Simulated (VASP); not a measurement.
Input of a VASP 6.6.1 run:

The input INCAR:

```
SYSTEM = La
PREC = Accurate ; ENCUT = 520
EDIFF = 1E-7 ; ISMEAR = 0
SIGMA = 0.1 ; LREAL = .FALSE.
LASPH = .TRUE. ; NELM = 60
ALGO = Fast ; ISIF = 2
LWAVE = .FALSE. ; LCHARG = .FALSE.
GGA = PE ; NBANDS = 18
```

KPOINTS

```
regular mesh
0
G
  6 6 4
  0 0 0
```

POSCAR

```
La
1.0
    3.7356591858      0.0000000000      0.0000000000
    0.0000000000      3.7335147844      0.0000000000
    0.0000000000      0.0000000000      5.2617341959
La
2
Direct
    0.0000000000      0.0000000000      0.2499847186
    0.5000000000      0.5000000000      0.7500152814
```

Potentials or basis: VASP PAW PBE potentials, release 64 (La).

Launch:

```sh
$ cat potpaw_PBE.64/La/POTCAR > POTCAR
$ mpirun -np 1 vasp_std > vasp.out
```

(1) What does it give for the band gap on the k mesh?

(2) What does it give for the pressure?

Answers

(1) zero (bands 11 and 12 overlap by 2.68 eV).

(2) 0.1 GPa.

Caveat: spin-orbit coupling is left out, which moves the levels of the heavy elements.
